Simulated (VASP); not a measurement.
The system is Ru.

```
Ru
1.0
     2.70580    0.00000    0.00000
    -1.35290    2.34329    0.00000
     0.00000    0.00000    4.28190
Ru
2
Cartesian
  0.0000 1.5622 1.0705
  1.3529 0.7811 3.2114
```

| Property | Result |
| --- | --- |
| Program | VASP 6.6.1 |
| Task | relaxation of volume and atoms at fixed shape |
| Functional | PBEsol |
| Potentials or basis | VASP PAW PBE potentials, release 64 (Ru_pv) |
| Cutoff | 600 eV |
| k mesh | 11 × 11 × 6 |
| Occupations | fermi-dirac, width 0.05 eV |
| Spin | no spin polarisation |

At the start: pressure -6.3 GPa; volume 13.57 Å³/atom.

Task: How do energy, volume and symmetry change on relaxing?

Result: Over 4 steps the energy falls by 5.1 meV/atom and the volume is 13.32 Å³/atom (-1.9 %); space group P6_3/mmc (No. 194, to 0.05 Å).

Step by step:
| step | energy change (eV) | largest force (eV/Å) | pressure (GPa) | volume (Å³) |
| --- | --- | --- | --- | --- |
| 1 | 0.0000 | 0.0000 | -6.28 | 27.15 |
| 2 | 0.0971 | 0.0000 | 23.84 | 25.11 |
| 3 | -0.0102 | 0.0000 | -0.21 | 26.65 |
| 4 | -0.0102 | 0.0000 | 0.03 | 26.64 |

Final structure:
```
Ru
1.0
     2.68871    0.00000    0.00000
    -1.34435    2.32849    0.00000
     0.00000    0.00000    4.25485
Ru
2
Direct
  0.33333 0.66667 0.25000
  0.66667 0.33333 0.75000
```

Caveat: the PAW data sets were made with another functional, which shifts forces and pressure a little.
